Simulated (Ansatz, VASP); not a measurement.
# LiF in VASP and in Ansatz

Contents of INCAR:

```
SYSTEM = LiF
ALGO = Normal
EDIFF = 1E-6
ENCUT = 520
GGA = PE
ISIF = 2
ISMEAR = 0
LASPH = .True.
LCHARG = .False.
LREAL = .False.
LWAVE = .False.
NBANDS = 12
NELM = 80
PREC = Accurate
SIGMA = 0.02
```

KPOINTS

```
k-points
0
Gamma
  10 10 10
  0 0 0
```

The input POSCAR:

```
LiF
1.0
    0.0000000000      2.0541377227      2.0541377227
    2.0541377227      0.0000000000      2.0541377227
    2.0541377227      2.0541377227      0.0000000000
Li F
1 1
Direct
    0.5000000000      0.5000000000      0.5000000000
    0.0000000000      0.0000000000      0.0000000000
```

Input for Ansatz:

```yaml
crystal:
  lattice:
    - [0.0, 2.0541377227, 2.0541377227]
    - [2.0541377227, 0.0, 2.0541377227]
    - [2.0541377227, 2.0541377227, 0.0]
  atoms:
    - { symbol: Li, position: [0.5, 0.5, 0.5] }
    - { symbol: F, position: [0.0, 0.0, 0.0] }
basis:
  ecutwfc: 420
kpoints:
  mp_grid: { grid: [10, 10, 10] }
hamiltonian:
  xc: pbe
scf:
  occupations: { method: gaussian, width: 0.02 }
output:
  forces: true
  stress: true
  eigenvalues: true
```

Alike in both runs: task single point; functional PBE; k mesh 10 × 10 × 10; occupations gaussian, width 0.02 eV; no spin polarisation.

|  | VASP | Ansatz |
| --- | --- | --- |
| version | VASP 6.6.1 | Ansatz 0.2.0 |
| potentials or method | VASP PAW PBE potentials, release 64 (Li_sv, F), cutoff 520 eV | scalar-relativistic, plane waves, PAW |
| valence electrons in the cell | 10 | 10 |

```csv
,VASP,Ansatz,Ansatz less VASP
gap on the k mesh at the Fermi level (eV),8.58,8.58,+0.001
least direct gap on the mesh (eV),8.58,8.58,+0.001
```

Noted on VASP's run: the cutoff is short for stress, so the pressure is rough.
